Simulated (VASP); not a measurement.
SiO2, 12 atoms in the cell. The structure is tetragonal, space group P4_32_12 (No. 96). The conventional cell has a = 4.640 Å, b = 4.640 Å, c = 6.256 Å, α = 90.00°, β = 90.00°, γ = 90.00°. Within 2.1 Å of Si (site symmetry 2) lie 4 O at 1.61 Å. O (site symmetry 1) has 2 Si at 1.61 Å within 2.1 Å. 

```yaml
Program: VASP 6.6.1
Task: single point
Functional: LDA
Potentials_or_basis: VASP PAW LDA potentials, release 64 (Si, O)
Cutoff: 520 eV
k_mesh: 6 × 6 × 4
Occupations: gaussian, width 0.02 eV
Spin: no spin polarisation
Dipole_correction: no
Further_INCAR_settings: ALGO = Normal; EDIFF = 1e-06; NBANDS = 44
```

Potentials or basis: VASP PAW LDA potentials, release 64 (Si, O).

Run with:

```bash
$ cat potpaw_LDA.64/Si/POTCAR potpaw_LDA.64/O/POTCAR > POTCAR
$ mpirun -np 1 vasp_std > vasp.out
```

Hardware: 1 thread of Intel(R) Xeon(R) Platinum 8488C (Sapphire Rapids), with other jobs on the host.

How long does it take, and how much memory?

It took 94 s on 1 thread of Intel(R) Xeon(R) Platinum 8488C (Sapphire Rapids), with other jobs on the host, peak memory 0.26 GiB. Counts: scf iterations 13, k points 30.
